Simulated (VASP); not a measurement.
Input of a VASP 6.6.1 run:

Contents of INCAR:

```
  PREC = Accurate
  ENCUT = 600
  EDIFF = 1E-6
  ISMEAR = 0
  SIGMA = 0.02
  LREAL = False
  LASPH = True
  NELM = 100
  ALGO = Normal
  ISIF = 3
  LWAVE = False
  LCHARG = False
  GGA = PE
  IBRION = 2
  NSW = 100
  EDIFFG = -0.01
```

KPOINTS

```
Automatic mesh
0
Gamma
  8 8 4
```

Contents of POSCAR:

```
LiCl
1.0
    1.9701245869     -3.4485270732      0.0000000000
    1.9701245869      3.4485270732      0.0000000000
    0.0000000000      0.0000000000      9.2084894099
Li Cl
2 2
Direct
    0.4020854716      0.5979145284      0.2500000000
    0.5979145284      0.4020854716      0.7500000000
    0.9294403087      0.0705596913      0.7500000000
    0.0705596913      0.9294403087      0.2500000000
```

Potentials or basis: VASP PAW PBE potentials, release 64 (Li_sv, Cl).

Launch:

```sh
$ cat potpaw_PBE.64/Li_sv/POTCAR potpaw_PBE.64/Cl/POTCAR > POTCAR
$ mpirun -np 1 vasp_std > vasp.out
```

(1) Estimate the band gap on the k mesh.

## Answers

(1) 5.35 eV, indirect (least direct gap 5.61 eV).

Caveat: the relaxation stopped at its first step, so nothing moved.
